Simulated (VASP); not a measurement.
Hf8HO16 (a cell with a defect): single point with LDA

The system is Hf8HO16 (a cell with a defect).

```
Hf O H
1.0
     0.00000    5.06970    5.10173
     5.29432    0.00000    5.10173
     5.29432    5.06970    0.00000
Hf O H
8 16 1
Direct
  0.24670 0.99286 0.02604
  0.74242 0.50333 0.52582
  0.28898 0.47463 0.98674
  0.77475 0.97056 0.49096
  0.22501 0.01879 0.51291
  0.70720 0.53704 0.00110
  0.25687 0.48774 0.47911
  0.75646 0.98858 0.97546
  0.02534 0.32554 0.05637
  0.53577 0.82479 0.54437
  0.40766 0.46007 0.66699
  0.91088 0.95564 0.16578
  0.10391 0.38356 0.34257
  0.60258 0.88737 0.84692
  0.34703 0.64478 0.11232
  0.84381 0.14566 0.61232
  0.13648 0.85895 0.40134
  0.63929 0.35643 0.90199
  0.39735 0.09547 0.13573
  0.90119 0.58849 0.64621
  0.20602 0.16520 0.71513
  0.71205 0.65453 0.20932
  0.08322 0.78258 0.84124
  0.57970 0.28330 0.33902
  0.98842 0.31354 0.21001
```

```json
{
  "Program": "VASP 6.6.1",
  "Task": "single point",
  "Functional": "LDA",
  "Potentials or basis": "VASP PAW LDA potentials, release 64 (Hf_pv, O, H)",
  "Cutoff": "520 eV",
  "k mesh": "1 × 1 × 1, shifted",
  "Occupations": "fermi-dirac, width 0.01 eV",
  "Spin": "no spin polarisation"
}
```

```
Largest force : 0.535 eV/Å
```

Forces in eV/Å, atoms in the order of the input:
```
Hf   0.072  0.072  0.084
Hf   0.197  0.042  0.103
Hf  -0.112  0.043  0.020
Hf  -0.148 -0.027 -0.065
Hf  -0.051 -0.014 -0.103
Hf  -0.040 -0.182 -0.034
Hf  -0.166  0.134 -0.040
Hf  -0.140  0.008 -0.012
O   -0.372 -0.323  0.208
O   -0.013 -0.053  0.113
O    0.127 -0.076 -0.055
O    0.093 -0.043 -0.044
O   -0.099  0.118 -0.100
O   -0.108  0.229 -0.142
O    0.043  0.040  0.075
O    0.121  0.055  0.048
O    0.054 -0.151 -0.085
O    0.108 -0.138 -0.117
O   -0.011 -0.172  0.021
O    0.070 -0.226  0.032
O   -0.140  0.084 -0.086
O   -0.101  0.077 -0.131
O    0.085  0.075  0.227
O    0.121  0.127  0.149
H    0.410  0.300 -0.067
```

Levels at points of the mesh, in eV from the Fermi level:
| k point | band 86 | band 87 | band 88 | band 89 | band 90 | band 91 |
| --- | --- | --- | --- | --- | --- | --- |
| (0.25, 0.25, 0.25) | -0.68 | -0.46 | -0.35 | 4.10 | 4.27 | 4.39 |

Wall time 5.3 min on 1 thread of Intel Xeon 8259CL (shared host), peak memory 0.37 GiB.

Caveat: the cell carries a net charge on a neutralising background, which shifts energy and pressure; the cell is charged against a uniform background, so pressure and absolute levels hang on convention; spin-orbit coupling is left out, which moves the levels of the heavy elements.
